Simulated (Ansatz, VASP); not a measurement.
V: VASP beside Ansatz

The input INCAR:

```
PREC     = Accurate       # precision mode
ENCUT    = 500            # plane-wave cutoff, eV
EDIFF    = 1E-6           # SCF threshold, eV
ISMEAR   = 1              # smearing method
SIGMA    = 0.0077         # smearing width, eV
LREAL    = F              # projectors in reciprocal space
LASPH    = T              # aspherical terms in the spheres
NELM     = 200            # most SCF steps
ALGO     = Normal         # electronic algorithm
ISIF     = 2              # what is computed and relaxed
LWAVE    = F              # write WAVECAR
LCHARG   = F              # write CHGCAR
ISPIN    = 2              # spin polarisation
MAGMOM   = 0.51           # initial moments
LORBIT   = 11             # projections on sites
LMAXMIX  = 4              # l up to which the mixer works
GGA      = PE             # functional
NBANDS   = 16             # bands
GGA_COMPAT= F
```

The input KPOINTS:

```
Automatic mesh
0
Gamma
  6 6 6
```

File POSCAR:

```
V
1.0
   -1.5130000000      1.5130000000      1.5130000000
    1.5130000000     -1.5130000000      1.5130000000
    1.5130000000      1.5130000000     -1.5130000000
V
1
Direct
    0.0000000000      0.0000000000      0.0000000000
```

Input for Ansatz:

```yaml
crystal:
  lattice:
    - [-1.513, 1.513, 1.513]
    - [1.513, -1.513, 1.513]
    - [1.513, 1.513, -1.513]
  atoms:
    - { symbol: V, position: [0.0, 0.0, 0.0], spin: 0.51 }
basis:
  ecutwfc: 420
kpoints:
  mp_grid: { grid: [6, 6, 6] }
hamiltonian:
  xc: pbe
scf:
  occupations: { method: cold, width: 0.0077 }
  lower_state_search: standard
  convergence: { dr2_threshold: "1e-6 eV" }
output:
  forces: true
  stress: true
  eigenvalues: true
  populations: true
magnetization:
  spin_polarized: true
```

Alike in both runs: task single point; functional PBE; k mesh 6 × 6 × 6; collinear spin.

|  | VASP | Ansatz |
| --- | --- | --- |
| version | VASP 6.6.1 | Ansatz 0.2.0 |
| potentials or method | VASP PAW PBE potentials, release 64 (V_sv), cutoff 500 eV | scalar-relativistic, plane waves, PAW |
| occupations | methfessel-paxton of order 1, width 0.0077 eV | cold, width 0.0077 eV |
| valence electrons in the cell | 13 | 13 |

```tsv
	VASP	Ansatz	Ansatz less VASP
gap on the k mesh at the Fermi level (eV)	none	none	-
pressure (GPa)	-3.8	-3.9	-0.10
net moment per atom (μB)	0.64	0.64	0.000
size of the moment on the site where the two differ most (μB)	0.50	0.48	-0.025
```

Site moments also hang on the region over which each program counts them. A gap of «none» marks a metal or a gap that the smearing closes. Ansatz's warnings: force scf threshold loose, stability check not made, stress scf threshold loose.

The k mesh is coarse, so the values compare programs but aren't converged.
